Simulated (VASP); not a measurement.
# Pb (Fm-3m) in VASP: further runs

Pb is run at these levels: PBEsol; tasks: single point, relaxation of cell and atoms.

Program: VASP 6.6.1. These are calculated values, not measurements. Logs are shortened: lines on timing, memory, paths and dates and some standing lists are left out, and cuts for length are marked.

## Step 1: The cell of the first run

It takes space group Fm-3m (No. 225, cubic). The conventional cell has a = 4.941 Å, b = 4.941 Å, c = 4.941 Å, α = 90.00°, β = 90.00°, γ = 90.00°. Within 4.6 Å of Pb (site symmetry m-3m) lie 12 Pb at 3.49 Å.

## Step 2: Single point, PBEsol

Contents of INCAR:

```
SYSTEM = Pb
PREC = Accurate ; ENCUT = 500
EDIFF = 1E-6 ; ISMEAR = -1
SIGMA = 0.1 ; LREAL = .False.
LASPH = .True. ; NELM = 120
ALGO = Normal ; ISIF = 2
LWAVE = .False. ; LCHARG = .False.
GGA = PS ; NBANDS = 13
GGA_COMPAT = .False.
```

Contents of KPOINTS:

```
regular mesh
0
Gamma
  12 12 12
  0 0 0
```

Contents of POSCAR:

```
Pb
1.0
    2.4706811517      2.4706811517      0.0000000000
   -2.4706811517      2.4706811517      0.0000000000
    0.0000000000      2.4706811517      2.4706811517
Pb
1
Direct
    0.0000000000      0.0000000000      0.0000000000
```

Potentials or basis: VASP PAW PBE potentials, release 64 (Pb_d).

Command:

```console
cat potpaw_PBE.64/Pb_d/POTCAR > POTCAR
mpirun -np 1 vasp_std > vasp.out
```

OUTCAR:

```text
SYSTEM = Pb
   PREC = Accurate
   ENCUT = 500
   EDIFF = 1E-6
   ISMEAR = -1
   LREAL = .False.
   LASPH = .True.
   NELM = 120
   ISIF = 2
   GGA = PS

 ion  position               nearest neighbor table
   1  0.000  0.000  0.000-

  LATTYP: Found a face centered cubic cell.
 ALAT       =     4.9413623034

  Lattice vectors:

 A1 = (   0.0000000000,   2.4706811517,   2.4706811517)
 A2 = (   2.4706811517,   0.0000000000,   2.4706811517)
 A3 = (   2.4706811517,   2.4706811517,   0.0000000000)

Analysis of symmetry for initial positions (statically):
=====================================================================
 Subroutine PRICEL returns:
 Original cell was already a primitive cell.

 Routine SETGRP: Setting up the symmetry group for a
 face centered cubic supercell.

 Subroutine GETGRP returns: Found 48 space group operations
 (whereof 48 operations were pure point group operations)
 out of a pool of 48 trial point group operations.

The static configuration has the point symmetry O_h .

Analysis of symmetry for dynamics (positions and initial velocities):
=====================================================================
 Subroutine PRICEL returns:
 Original cell was already a primitive cell.

 Routine SETGRP: Setting up the symmetry group for a
 face centered cubic supercell.

 Subroutine GETGRP returns: Found 48 space group operations
 (whereof 48 operations were pure point group operations)
 out of a pool of 48 trial point group operations.

The dynamic configuration has the point symmetry O_h .

 Subroutine INISYM returns: Found 48 space group operations
 (whereof 48 operations are pure point group operations),
 and found     1 'primitive' translations

----------------------------------------------------------------------------------------

                                     Primitive cell

  volume of cell :      30.1634

  direct lattice vectors                    reciprocal lattice vectors
     2.470681152  2.470681152  0.000000000     0.202373341  0.202373341 -0.202373341
    -2.470681152  2.470681152  0.000000000    -0.202373341  0.202373341 -0.202373341
     0.000000000  2.470681152  2.470681152     0.000000000  0.000000000  0.404746683

  length of vectors
     3.494070793  3.494070793  3.494070793     0.350520909  0.350520909  0.404746683

  position of ions in fractional coordinates (direct lattice)
     0.000000000  0.000000000  0.000000000

[... 81 lines left out ...]
   ISIF   =      2    stress and relaxation
   ISYM   =      2    0-nonsym 1-usesym 2-fastsym
   POTIM  = 0.5000    time-step for ionic-motion
   TEBEG  =    0.0;   TEEND  =   0.0 temperature during run
   PSTRESS=    0.0 pullay stress
   NELECT =      14.0000    total number of electrons
   NUPDOWN=      -1.0000    fix difference up-down
   EMIN   =  10.00;   EMAX   =-10.00  energy-range for DOS
   EFERMI =   0.00;   METHOD = LEGACY
   ISMEAR =    -1;   SIGMA  =   0.10  broadening in eV -4-tet -1-fermi 0-gaus
   EFERMI_NEDOS =   21; number of points for ismear=-14 and -15
   IALGO  =     38    algorithm
   IMIX   =      4    mixing-type and parameters
     AMIX     =   0.40;   BMIX     =  1.00
     AMIX_MAG =   1.60;   BMIX_MAG =  1.00
  volume/ion in A,a.u.               =      30.16       203.55
  Fermi-wavevector in a.u.,A,eV,Ry     =   1.267528  2.395280 21.859482  1.606627
  Thomas-Fermi vector in A             =   2.400671
   LORBIT       =      0    0 simple, 1 ext, 2 COOP (PROOUT), +10 PAW based schemes
   GGA     = PS    functional components
   LHFCALC =     F    Hartree Fock is set to
   AEXX    =    0.0000 exact exchange contribution
   IVDW    =     0    specifies the selected vdW correction
   LEPSILON=     F    determine dielectric tensor
   LRPA    =     F    only Hartree local field effects (RPA)
 non-spin polarized calculation
  energy-cutoff  :      500.00
  volume of cell :       30.16
 maximum number of plane-waves:       778
 NGX is ok and might be reduce to    28
   NGX = 13   NGY = 13   NGZ = 13

 number of electron      13.9999999 magnetization

 Free energy of the ion-electron system (eV)
  ---------------------------------------------------
  ext. energy  EPLUGINS =         0.00000000
  ---------------------------------------------------
  free energy    TOTEN  =        -3.99941074 eV

  energy without entropy =       -3.97437107  energy(sigma->0) =       -3.98689090

 E-fermi :   7.1871     XC(G=0): -10.3655

 val. band max:        7.1573486363   @ k =   0.3333   0.2500   0.0000
 cond. band min:       7.1874737431   @ k =   0.2500   0.0833   0.0000
 fundamental gap:      0.0301251069
 Fermi energy:         7.1871361669

 k-point     1 :       0.0000    0.0000    0.0000
  band No.  band energies     occupation
      1      -9.8270      2.00000
      2      -9.8270      2.00000
      3      -9.8270      2.00000
      4      -9.6829      2.00000
      5      -9.6829      2.00000
      6      -4.6430      2.00000
      7      14.6142      0.00000
      8      14.6142      0.00000
      9      14.6142      0.00000
     10      16.9275      0.00000
     11      18.5438      0.00000
     12      19.6783      0.00000
     13      19.6783      0.00000
[... 354 lines left out ...]
  band No.  band energies     occupation
      1      -9.8711      2.00000
      2      -9.7871      2.00000
      3      -9.7363      2.00000
      4      -9.6456      2.00000
      5      -9.5508      2.00000
      6      -1.7621      2.00000
      7       5.3167      2.00000
      8      10.5349      0.00000
      9      11.3315      0.00000
     10      14.7486      0.00000
     11      19.1085      0.00000
     12      20.5023      0.00000
     13      20.9240      0.00000

 [... further k-points ...]

------------------------ aborting loop because EDIFF is reached ----------------------------------------

  FORCE on cell =-STRESS in cart. coord.  units (eV):
  Direction    XX          YY          ZZ          XY          YZ          ZX
  --------------------------------------------------------------------------------------
  -------------------------------------------------------------------------------------
  Total       -0.0133477     -0.0133477     -0.0133477      0.0000000     -0.0000000     -0.0000000
  in kB       -0.7089854     -0.7089854     -0.7089854      0.0000000     -0.0000000     -0.0000000
  external PRESSURE =      -0.7089854 kB  Pullay stress =       0.0000000 kB

 VOLUME and BASIS-vectors are now :
 -----------------------------------------------------------------------------
  energy-cutoff  :      500.00
  volume of cell :       30.16
      direct lattice vectors                 reciprocal lattice vectors
     2.470681152  2.470681152  0.000000000     0.202373341  0.202373341 -0.202373341
    -2.470681152  2.470681152  0.000000000    -0.202373341  0.202373341 -0.202373341
     0.000000000  2.470681152  2.470681152     0.000000000  0.000000000  0.404746683

 POSITION                                       TOTAL-FORCE (eV/Angst)
 -----------------------------------------------------------------------------------
      0.00000      0.00000      0.00000         0.000000     -0.000000      0.000000
 -----------------------------------------------------------------------------------
    total drift:                               -0.000000     -0.000000     -0.000000

  FREE ENERGIE OF THE ION-ELECTRON SYSTEM (eV)
  ---------------------------------------------------
  free  energy   TOTEN  =        -3.9994107374 eV

  energy  without entropy=       -3.9743710685  energy(sigma->0) =       -3.98689090
```

stdout:

```text
POSCAR found type information on POSCAR Pb
 POSCAR found :  1 types and       1 ions
 scaLAPACK will be used
 -----------------------------------------------------------------------------
|                                                                             |
|                                                                             |
|     You enforced a specific xc type in the INCAR file but a different       |
|     I HOPE YOU KNOW WHAT YOU ARE DOING!                                     |
|                                                                             |
 -----------------------------------------------------------------------------

 LDA part: xc-table for (Slater+PW92), standard interpolation
 POSCAR, INCAR and KPOINTS ok, starting setup
 FFT: planning ... GRIDC
 FFT: planning ... GRID_SOFT
 FFT: planning ... GRID
 WAVECAR not read
 entering main loop
```

It took 14 s on 1 thread of Intel Xeon 6975P-C (Granite Rapids), shared host; peak memory 0.16 GiB.

What came out:

- Free energy: -3.9994 eV
- Pressure: -0.1 GPa
- Band gap on the k mesh: zero (bands 7 and 8 overlap by 9.02 eV)

Levels at points of the mesh, in eV from the Fermi level:
| k point | band 4 | band 5 | band 6 | band 7 | band 8 | band 9 | band 10 | band 11 |
| --- | --- | --- | --- | --- | --- | --- | --- | --- |
| (0.00, 0.00, 0.00) | -16.87 | -16.87 | -11.83 | 7.43 | 7.43 | 7.43 | 9.74 | 11.36 |
| (0.50, 0.00, 0.00) | -16.73 | -16.73 | -8.17 | -4.27 | 5.58 | 5.58 | 9.20 | 9.48 |
| (0.50, 0.50, 0.00) | -16.70 | -16.70 | -6.74 | -3.33 | 2.02 | 2.02 | 5.35 | 6.64 |

Caveat: the PAW data sets were made with another functional, which shifts forces and pressure a little; spin-orbit coupling is left out, which moves the levels of the heavy elements.

## Step 3: Relaxation of cell and atoms, PBEsol

This run uses another cell than the first one, of 30.32 Å³/atom.

Contents of INCAR:

```
PREC = Accurate
ENCUT = 500
EDIFF = 1E-7
ISMEAR = -1
SIGMA = 0.1
LREAL = F
LASPH = T
NELM = 120
ALGO = Normal
ISIF = 3
LWAVE = F
LCHARG = F
GGA = PS
IBRION = 2
NSW = 100
EDIFFG = -0.002
GGA_COMPAT = F
NELMIN = 4
```

Contents of KPOINTS:

```
regular mesh
0
Gamma
  12 12 12
```

Contents of POSCAR:

```
Pb
1.0
    2.4750200000      2.4750200000      0.0000000000
   -2.4750200000      2.4750200000      0.0000000000
    0.0000000000      2.4750200000      2.4750200000
Pb
1
Direct
    0.0000000000      0.0000000000      0.0000000000
```

Potentials or basis: VASP PAW PBE potentials, release 64 (Pb_d).

Command:

```console
cat potpaw_PBE.64/Pb_d/POTCAR > POTCAR
mpirun -np 1 vasp_std > vasp.out
```

It took 29 s on 1 thread of Intel Xeon 6975P-C (Granite Rapids), shared host; peak memory 0.17 GiB.

The run converged. Its results:

```
Free energy                           : -3.9995 eV
Relaxed volume                        : 30.13 Å³/atom
Relaxed cell                          : a = 3.493 Å, b = 3.493 Å, c = 3.493 Å, α = 60.00°, β = 60.00°, γ = 90.00°
Space group after relaxing (to 0.1 Å) : Fm-3m (No. 225)
Energy gained by relaxing             : 0.2 meV/atom
Ionic steps                           : 3
Pressure after relaxing               : 0.0 GPa
Band gap on the k mesh                : zero (bands 7 and 8 overlap by 9.03 eV)
```

The path:
| step | energy change (eV) | largest force (eV/Å) | pressure (GPa) | volume (Å³) |
| --- | --- | --- | --- | --- |
| 1 | 0.0000 | 0.0000 | -0.30 | 30.32 |
| 2 | -0.0002 | 0.0000 | 0.08 | 30.07 |
| 3 | -0.0002 | 0.0000 | 0.00 | 30.13 |

Final structure:
```xyz
1
Lattice="2.4697 2.4697 0.0000 -2.4697 2.4697 0.0000 0.0000 2.4697 2.4697" Properties=species:S:1:pos:R:3 pbc="T T T"
Pb    0.0000    2.4697    2.4697
```

Levels at points of the mesh, in eV from the Fermi level:
```
           k point  band 5  band 6  band 7  band 8  band 9  band 10
(0.00, 0.00, 0.00)  -16.87  -11.84    7.44    7.44    7.44     9.74
(0.50, 0.00, 0.00)  -16.73   -8.17   -4.28    5.58    5.58     9.21
(0.50, 0.50, 0.00)  -16.70   -6.74   -3.34    2.02    2.02     5.36
```

Caveat: the PAW data sets were made with another functional, which shifts forces and pressure a little; spin-orbit coupling is left out, which moves the levels of the heavy elements.
